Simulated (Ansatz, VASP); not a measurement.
# One calculation of Hg, two programs

The input INCAR:

```
SYSTEM = Hg
PREC = Accurate
ENCUT = 410
EDIFF = 1E-8
ISMEAR = -1
SIGMA = 0.05
LREAL = .False.
LASPH = .True.
NELM = 120
ALGO = Normal
ISIF = 2
LWAVE = .False.
LCHARG = .False.
GGA = PE
LEFG = .True.
NBANDS = 27
GGA_COMPAT = .False.
```

Contents of KPOINTS:

```
regular mesh
0
Gamma
  8 8 8
  0 0 0
```

The input POSCAR:

```
Hg
1.0
    0.0000000000      3.3303445432      3.3303445432
    3.3303445432      0.0000000000      3.3303445432
    3.3303445432      3.3303445432      0.0000000000
Hg
2
Direct
   -0.2375000000     -0.0875000000     -0.0875000000
    0.2375000000      0.0875000000      0.0875000000
```

Input for Ansatz:

```yaml
crystal:
  lattice:
    - [0.0, 3.3303445432, 3.3303445432]
    - [3.3303445432, 0.0, 3.3303445432]
    - [3.3303445432, 3.3303445432, 0.0]
  atoms:
    - { symbol: Hg, position: [-0.2375, -0.0875, -0.0875] }
    - { symbol: Hg, position: [0.2375, 0.0875, 0.0875] }
kpoints:
  mp_grid: { grid: [8, 8, 8] }
scf:
  occupations: { method: fermi_dirac, width: 0.05 }
  convergence: { dr2_threshold: 1.0e-11 }
hamiltonian:
  xc: pbe
  pseudopotentials: { kind: paw }
output:
  forces: true
  stress: true
  eigenvalues: true
  efg: { contact_densities: true }
  populations: true
accuracy: high
```

Alike in both runs: task electric field gradients; functional PBE; k mesh 8 × 8 × 8; occupations fermi-dirac, width 0.05 eV; no spin polarisation.

|  | VASP | Ansatz |
| --- | --- | --- |
| version | VASP 6.6.1 | Ansatz 0.2.0 |
| potentials or method | VASP PAW PBE potentials, release 64 (Hg_sv_GW) | PAW with Ansatz's default frozen-core files, scalar-relativistic |
| plane-wave cutoff (eV) | 410 | 420 |
| valence electrons in the cell | 40 | 40 |

```csv
,VASP,Ansatz,Ansatz less VASP
gap on the k mesh at the Fermi level (eV),none,none,-
rms of the force components (eV/Å),13.842,13.603,-0.2397
```

Atom by atom the forces differ by 0.240 eV/Å (rms over components). A gap of «none» marks a metal or a gap that the smearing closes.

Neither program's run includes spin-orbit coupling.
